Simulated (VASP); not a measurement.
A run of VASP 6.6.1:

The input INCAR:

```
PREC = Accurate ; ENCUT = 500
EDIFF = 1E-6 ; ISMEAR = 0
SIGMA = 0.017 ; LREAL = False
LASPH = True ; NELM = 120
ALGO = Normal ; ISIF = 2
LWAVE = False ; LCHARG = False
GGA = PE ; NBANDS = 8
GGA_COMPAT = False
```

KPOINTS

```
regular mesh
0
Gamma
  8 8 8
```

Contents of POSCAR:

```
Sb
1.0
    3.1600000000      0.0000000000      0.0000000000
    0.0000000000      3.1600000000      0.0000000000
    0.0000000000      0.0000000000      3.1600000000
Sb
1
Direct
    0.0000000000      0.0000000000      0.0000000000
```

Potentials or basis: VASP PAW PBE potentials, release 64 (Sb).

Run with:

```sh
$ cat potpaw_PBE.64/Sb/POTCAR > POTCAR
$ mpirun -np 1 vasp_std > vasp.out
```

Hardware: 1 thread of Intel Xeon 8259CL, with other jobs on the host.

Problem. Estimate the wall time of this run.

Solution. Run time: 11 s on 1 thread of Intel Xeon 8259CL (shared host), peak memory 0.13 GiB. Counts: scf iterations 10, k points 35.
